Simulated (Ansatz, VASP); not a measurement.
# GaN: VASP beside Ansatz

```
Ga N
1.0
     0.00000    2.25350    2.25350
     2.25350    0.00000    2.25350
     2.25350    2.25350    0.00000
Ga N
1 1
Direct
  0.00000 0.00000 0.00000
  0.75000 0.75000 0.75000
```

Alike in both runs: task single point; functional PBE; k mesh 1 × 1 × 1; occupations fermi-dirac, width 0.01 eV; no spin polarisation.

|  | VASP | Ansatz |
| --- | --- | --- |
| version | VASP 6.6.1 | Ansatz 0.2.0 |
| potentials or method | VASP PAW PBE potentials, release 64 (Ga_d, N), cutoff 600 eV | plane waves, PAW |
| valence electrons in the cell | 18 | 18 |

Ansatz gave:

| Item | Value |
| --- | --- |
| gap on the k mesh at the Fermi level (eV) | 0.56 |

Q: Estimate VASP's values.

A: gap on the k mesh at the Fermi level (eV): 0.53.

With one functional, cell and mesh, what is left measures potentials, basis and numerics.

The k mesh is coarse, so the values compare programs but aren't converged.
